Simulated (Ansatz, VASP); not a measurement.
Two plane-wave programs on BaZr

```
Ba Zr
1.0
     4.02877    0.00000    0.00000
     0.00000    4.02877    0.00000
     0.00000    0.00000    4.02877
Ba Zr
1 1
Cartesian
  0.0000 0.0000 0.0000
  2.0144 2.0144 2.0144
```

Alike in both runs: functional PBE; k mesh 4 × 4 × 4; occupations gaussian, width 0.1 eV; no spin polarisation.

Ansatz relaxed the structure, and its values are those at the end. VASP's run is a single point on that final structure, the one shown.

|  | VASP | Ansatz |
| --- | --- | --- |
| version | VASP 6.6.1 | Ansatz 0.2.0 |
| potentials or method | VASP PAW PBE potentials, release 64 (Ba_sv, Zr_sv), cutoff 520 eV | scalar-relativistic, plane waves, PAW |
| valence electrons in the cell | 22 | 22 |

Ansatz gave:

| Item | Value |
| --- | --- |
| gap on the k mesh at the Fermi level (eV) | none |
| pressure (GPa) | 0.2 |

What did VASP give for the same quantities?

gap on the k mesh at the Fermi level (eV): none; pressure (GPa): 0.8.

A gap of «none» marks a metal or a gap that the smearing closes. The functional is the same, so the differences come from potentials, cutoffs and numerics.

The k mesh is coarse, so the values compare programs but aren't converged. Spin-orbit coupling is off throughout.
